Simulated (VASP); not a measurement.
Crystal: BPd4.

```
CELL_PARAMETERS angstrom
-2.68560 2.68560 2.68560
2.68560 -2.68560 2.68560
2.68560 2.68560 -2.68560
ATOMIC_POSITIONS crystal
B 0.00000 0.00000 0.00000
Pd 0.43323 0.43323 0.43323
Pd 0.56677 0.00000 0.00000
Pd 0.00000 0.00000 0.56677
Pd 0.00000 0.56677 0.00000
```

Base run:

- Program: VASP 6.6.1
- Functional: PBE
- Potentials or basis: VASP PAW PBE potentials, release 64 (B, Pd)
- Cutoff: 520 eV
- k mesh: 10 × 10 × 10
- Occupations: gaussian, width 0.1 eV
- Spin: no spin polarisation

Its results: pressure 0.0 GPa; largest force 0.053 eV/Å.

Task: The run is repeated on the same cell with these changes: potentials or basis from VASP PAW PBE potentials, release 64 (B, Pd) to VASP PAW PBE potentials, release 64 (B, Pd_sv_GW); cutoff from 520 eV to 540 eV; further incar settings from ALGO = Fast; EDIFF = 1e-06; NBANDS = 30 to ALGO = Normal; EDIFF = 1e-06; NBANDS = 46; valence electrons from 43 to 75. What comes out?

Result: Pressure -2.2 GPa; largest force 0.009 eV/Å.
